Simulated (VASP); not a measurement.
# CdS (I-4m2) in VASP: notebook, part 2 of 2

VASP 6.6.1. The steps go on from the part before.

## (4) Single point, PBE (strain +0.000 along x and y, -0.040 along z)

INCAR

```
SYSTEM = CdS
ALGO = Normal
EDIFF = 1E-7
ENCUT = 520
GGA = PE
ISIF = 2
ISMEAR = 0
LASPH = .TRUE.
LCHARG = .FALSE.
LREAL = .FALSE.
LWAVE = .FALSE.
NBANDS = 16
NELM = 80
PREC = Accurate
SIGMA = 0.05
```

KPOINTS

```
k-points
0
G
  8 8 8
  0 0 0
```

POSCAR

```
CdS
1.0
    0.0000000000      2.9100000000      2.7936000000
    2.9100000000      0.0000000000      2.7936000000
    2.9100000000      2.9100000000      0.0000000000
Cd S
1 1
Direct
    0.0000000000      0.0000000000      0.0000000000
    0.7500000000      0.7500000000      0.7500000000
```

Potentials or basis: VASP PAW PBE potentials, release 64 (Cd, S).

Launch:

```sh
$ cat potpaw_PBE.64/Cd/POTCAR potpaw_PBE.64/S/POTCAR > POTCAR
$ mpirun -np 1 vasp_std > vasp.out
```

OUTCAR:

```text
SYSTEM = CdS
   EDIFF = 1E-7
   ENCUT = 520
   GGA = PE
   ISIF = 2
   ISMEAR = 0
   LASPH = .TRUE.
   LREAL = .FALSE.
   NELM = 80
   PREC = Accurate

 ion  position               nearest neighbor table
   1  0.000  0.000  0.000-   2 2.49   2 2.49   2 2.49   2 2.49
   2  0.750  0.750  0.750-   1 2.49   1 2.49   1 2.49   1 2.49

  LATTYP: Found a body centered tetragonal cell.
 ALAT       =     4.1153614665
 C/A-ratio  =     1.3576450199

  Lattice vectors:

 A1 = (   0.0000000000,  -2.9100000000,  -2.7936000000)
 A2 = (   0.0000000000,   2.9100000000,  -2.7936000000)
 A3 = (   2.9100000000,   0.0000000000,   2.7936000000)

Analysis of symmetry for initial positions (statically):
=====================================================================
 Subroutine PRICEL returns:
 Original cell was already a primitive cell.

 Routine SETGRP: Setting up the symmetry group for a
 body centered tetragonal supercell.

 Subroutine GETGRP returns: Found  8 space group operations
 (whereof  8 operations were pure point group operations)
 out of a pool of 16 trial point group operations.

The static configuration has the point symmetry D_2d.

Analysis of symmetry for dynamics (positions and initial velocities):
=====================================================================
 Subroutine PRICEL returns:
 Original cell was already a primitive cell.

 Routine SETGRP: Setting up the symmetry group for a
 body centered tetragonal supercell.

 Subroutine GETGRP returns: Found  8 space group operations
 (whereof  8 operations were pure point group operations)
 out of a pool of 16 trial point group operations.

The dynamic configuration has the point symmetry D_2d.

 Subroutine INISYM returns: Found  8 space group operations
 (whereof  8 operations are pure point group operations),
 and found     1 'primitive' translations

----------------------------------------------------------------------------------------

                                     Primitive cell

  volume of cell :      47.3130

  direct lattice vectors                    reciprocal lattice vectors
     0.000000000  2.910000000  2.793600000    -0.171821306  0.171821306  0.178980527
     2.910000000  0.000000000  2.793600000     0.171821306 -0.171821306  0.178980527
     2.910000000  2.910000000  0.000000000     0.171821306  0.171821306 -0.178980527

  length of vectors
     4.033894019  4.033894019  4.115361467     0.301793226  0.301793226  0.301793226

  position of ions in fractional coordinates (direct lattice)
     0.000000000  0.000000000  0.000000000
     0.750000000  0.750000000  0.750000000

  ion indices of the primitive-cell ions
   primitive index   ion index
                 1           1
                 2           2

----------------------------------------------------------------------------------------

 KPOINTS: k-points

Automatic generation of k-mesh.
 Grid dimensions read from file:
 generate k-points for:    8    8    8

 Generating k-lattice:

  Cartesian coordinates                     Fractional coordinates (reciprocal lattice)
    -0.021477663  0.021477663  0.022372566     0.125000000  0.000000000  0.000000000
     0.021477663 -0.021477663  0.022372566     0.000000000  0.125000000  0.000000000
     0.021477663  0.021477663 -0.022372566     0.000000000  0.000000000  0.125000000

  Length of vectors
     0.037724153  0.037724153  0.037724153

  Shift w.r.t. Gamma in fractional coordinates (k-lattice)
     0.000000000  0.000000000  0.000000000

 Subroutine IBZKPT returns following result:
 ===========================================

 Found     59 irreducible k-points:

 Following reciprocal coordinates:
            Coordinates               Weight
  0.000000  0.000000  0.000000      1.000000
  0.125000  0.000000  0.000000      8.000000
  0.250000  0.000000  0.000000      8.000000
  0.375000 -0.000000  0.000000      8.000000
  0.500000  0.000000  0.000000      4.000000
  0.125000  0.125000  0.000000      2.000000
[... 16 lines left out ...]
  0.250000  0.000000  0.125000     16.000000
  0.375000 -0.000000  0.125000     16.000000
 [... further k-points ...]
   k-points           NKPTS =     59   k-points in BZ     NKDIM =     59   number of bands    NBANDS=     16
   number of dos      NEDOS =    301   number of ions     NIONS =      2
   total plane-waves  NPLWV =  28800
   dimension x,y,z NGX =    30 NGY =   30 NGZ =   32
   dimension x,y,z NGXF=    60 NGYF=   60 NGZF=   64
   ions per type =               1   1
   NGX,Y,Z   is equivalent  to a cutoff of  12.36, 12.36, 12.93 a.u.
   NGXF,Y,Z  is equivalent  to a cutoff of  24.73, 24.73, 25.85 a.u.
 SYSTEM =  CdS
   PREC   = accura    normal or accurate (medium, high low for compatibility)
   ISTART =      0    job   : 0-new  1-cont  2-samecut
   ICHARG =      2    charge: 1-file 2-atom 10-const
   ISPIN  =      1    spin polarized calculation?
   LNONCOLLINEAR =      F non collinear calculations
   LSORBIT =      F    spin-orbit coupling
   LASPH  =      T    aspherical Exc in radial PAW
   ENCUT  =  520.0 eV  38.22 Ry    6.18 a.u.   7.50  7.50  7.65*2*pi/ulx,y,z
   NELM   =     80;   NELMIN=  2; NELMDL= -5     # of ELM steps
   EDIFF  = 0.1E-06   stopping-criterion for ELM
   LREAL  =      F    real-space projection
   EDIFFG = 0.1E-05   stopping-criterion for IOM
   NSW    =      0    number of steps for IOM
   IBRION =     -1    ionic relax: 0-MD 1-quasi-New 2-CG
   NFREE  =      0    steps in history (QN), initial steepest desc. (CG)
   ISIF   =      2    stress and relaxation
   ISYM   =      2    0-nonsym 1-usesym 2-fastsym
   POTIM  = 0.5000    time-step for ionic-motion
   TEBEG  =    0.0;   TEEND  =   0.0 temperature during run
   PSTRESS=    0.0 pullay stress
   NELECT =      18.0000    total number of electrons
   NUPDOWN=      -1.0000    fix difference up-down
   EMIN   =  10.00;   EMAX   =-10.00  energy-range for DOS
   EFERMI =   0.00;   METHOD = LEGACY
   ISMEAR =     0;   SIGMA  =   0.05  broadening in eV -4-tet -1-fermi 0-gaus
   EFERMI_NEDOS =   21; number of points for ismear=-14 and -15
   IALGO  =     38    algorithm
   IMIX   =      4    mixing-type and parameters
     AMIX     =   0.40;   BMIX     =  1.00
     AMIX_MAG =   1.60;   BMIX_MAG =  1.00
  volume/ion in A,a.u.               =      23.66       159.64
  Fermi-wavevector in a.u.,A,eV,Ry     =   1.186239  2.241667 19.145621  1.407163
  Thomas-Fermi vector in A             =   2.322416
   LORBIT       =      0    0 simple, 1 ext, 2 COOP (PROOUT), +10 PAW based schemes
   GGA     = PE    functional components
   LHFCALC =     F    Hartree Fock is set to
   AEXX    =    0.0000 exact exchange contribution
   IVDW    =     0    specifies the selected vdW correction
   LEPSILON=     F    determine dielectric tensor
   LRPA    =     F    only Hartree local field effects (RPA)
 non-spin polarized calculation
 Gauss-broadening in eV      SIGMA  =   0.05
  energy-cutoff  :      520.00
  volume of cell :       47.31
 maximum number of plane-waves:      1293
   NGX = 15   NGY = 15   NGZ = 15

 number of electron      18.0000000 magnetization

 Free energy of the ion-electron system (eV)
  ---------------------------------------------------
  ext. energy  EPLUGINS =         0.00000000
  ---------------------------------------------------
  free energy    TOTEN  =        -6.04845018 eV

  energy without entropy =       -6.04845018  energy(sigma->0) =       -6.04845018

 E-fermi :   2.0691     XC(G=0):  -9.3762

 val. band max:        1.8105225878   @ k =   0.0000   0.0000   0.0000
 cond. band min:       2.9839576430   @ k =   0.0000   0.0000   0.0000
 fundamental gap:      1.1734350552
 Fermi energy:         2.0691441297

 k-point     1 :       0.0000    0.0000    0.0000
  band No.  band energies     occupation
      1     -10.9359      2.00000
      2      -6.1864      2.00000
      3      -6.1864      2.00000
      4      -6.1617      2.00000
      5      -5.6435      2.00000
      6      -5.6222      2.00000
[... 8 lines left out ...]
     15      13.3478      0.00000
     16      13.5937      0.00000
[... 419 lines left out ...]
 k-point    24 :       0.3750   -0.0000    0.1250
  band No.  band energies     occupation
      1     -10.5454      2.00000
      2      -6.0611      2.00000
      3      -6.0106      2.00000
      4      -5.7266      2.00000
      5      -5.5984      2.00000
      6      -5.5545      2.00000
[... 8 lines left out ...]
     15      13.6901      0.00000
     16      14.1516      0.00000

 [... further k-points ...]

------------------------ aborting loop because EDIFF is reached ----------------------------------------

  FORCE on cell =-STRESS in cart. coord.  units (eV):
  Direction    XX          YY          ZZ          XY          YZ          ZX
  --------------------------------------------------------------------------------------
  -------------------------------------------------------------------------------------
  Total        1.9409591      1.9409591      2.0658378      0.0000000      0.0000000     -0.0000000
  in kB       65.7274481     65.7274481     69.9562653      0.0000000      0.0000000     -0.0000000
  external PRESSURE =      67.1370538 kB  Pullay stress =       0.0000000 kB

 VOLUME and BASIS-vectors are now :
 -----------------------------------------------------------------------------
  energy-cutoff  :      520.00
  volume of cell :       47.31
      direct lattice vectors                 reciprocal lattice vectors
     0.000000000  2.910000000  2.793600000    -0.171821306  0.171821306  0.178980527
     2.910000000  0.000000000  2.793600000     0.171821306 -0.171821306  0.178980527
     2.910000000  2.910000000  0.000000000     0.171821306  0.171821306 -0.178980527

 POSITION                                       TOTAL-FORCE (eV/Angst)
 -----------------------------------------------------------------------------------
      0.00000      0.00000      0.00000         0.000000      0.000000      0.000000
      4.36500      4.36500      4.19040        -0.000000     -0.000000      0.000000
 -----------------------------------------------------------------------------------
    total drift:                                0.000000      0.000000     -0.000003

  FREE ENERGIE OF THE ION-ELECTRON SYSTEM (eV)
  ---------------------------------------------------
  free  energy   TOTEN  =        -6.0484501810 eV

  energy  without entropy=       -6.0484501810  energy(sigma->0) =       -6.04845018
```

OSZICAR:

```text
N       E                     dE             d eps       ncg     rms          rms(c)
DAV:   1     0.108783552403E+03    0.10878E+03   -0.90920E+03  1944   0.103E+03
DAV:   2    -0.256888962617E+01   -0.11135E+03   -0.10517E+03  2320   0.256E+02
DAV:   3    -0.656487451198E+01   -0.39960E+01   -0.39899E+01  2336   0.506E+01
DAV:   4    -0.658910750182E+01   -0.24233E-01   -0.24231E-01  2464   0.384E+00
DAV:   5    -0.658942463778E+01   -0.31714E-03   -0.31713E-03  2296   0.413E-01    0.901E+00
DAV:   6    -0.606937685907E+01    0.52005E+00   -0.81309E-01  2800   0.120E+01    0.709E+00
DAV:   7    -0.604811647148E+01    0.21260E-01   -0.21460E-01  2368   0.319E+00    0.333E+00
DAV:   8    -0.604839931591E+01   -0.28284E-03   -0.20688E-02  2328   0.187E+00    0.353E-01
DAV:   9    -0.604828671808E+01    0.11260E-03   -0.24182E-03  2280   0.766E-01    0.606E-02
DAV:  10    -0.604838262453E+01   -0.95906E-04   -0.25201E-04  2392   0.180E-01    0.605E-02
DAV:  11    -0.604845426489E+01   -0.71640E-04   -0.10493E-04  2160   0.871E-02    0.178E-02
DAV:  12    -0.604844926500E+01    0.49999E-05   -0.25200E-05  2624   0.685E-02    0.100E-02
DAV:  13    -0.604845028944E+01   -0.10244E-05   -0.35729E-06  2264   0.154E-02    0.902E-03
DAV:  14    -0.604845018083E+01    0.10861E-06   -0.17802E-07  2384   0.286E-03    0.382E-03
DAV:  15    -0.604845018099E+01   -0.16098E-09   -0.93442E-09  1696   0.773E-04
   1 F= -.60484502E+01 E0= -.60484502E+01  d E =-.132432E-15
```

stdout:

```text
POSCAR found type information on POSCAR CdS
 POSCAR found :  2 types and       2 ions
 scaLAPACK will be used
 LDA part: xc-table for (Slater+PW92), standard interpolation
 POSCAR, INCAR and KPOINTS ok, starting setup
 FFT: planning ... GRIDC
 FFT: planning ... GRID_SOFT
 FFT: planning ... GRID
 WAVECAR not read
 entering main loop
```

Run time: 62 s. Hardware: 1 thread of Intel Xeon 8259CL, shared host; peak memory 0.2 GiB.

What came out:

* Free energy: -6.0485 eV
* Pressure: 6.7 GPa
* Band gap on the k mesh: 1.17 eV

Caveat: the cell differs from its parent crystal (strain +0.000 along x and y, -0.040 along z); the cell stands under pressure.

## (5) The runs side by side

```tsv
cell	gap on the mesh (eV)	pressure (GPa)
a = 4.129, b = 4.129, c = 3.786 Å, angles 62.7, 62.7, 54.6°, 2 atoms	1.08	10.2
a = 3.954, b = 3.954, c = 4.115 Å, angles 58.6, 58.6, 62.7°, 2 atoms	1.19	10.3
a = 4.034, b = 4.034, c = 4.115 Å, angles 59.3, 59.3, 61.3°, 2 atoms	1.17	6.7
```

Alike in all rows: task single point; level PBE; potentials or basis VASP PAW PBE potentials, release 64 (Cd, S); no spin polarisation; k mesh 8 × 8 × 8; cutoff (eV) 520; smearing gaussian 0.05 eV.

Caveats: the cell stands under pressure.

Total energies depend on the potentials used, so only differences within one code and one set of settings carry meaning.
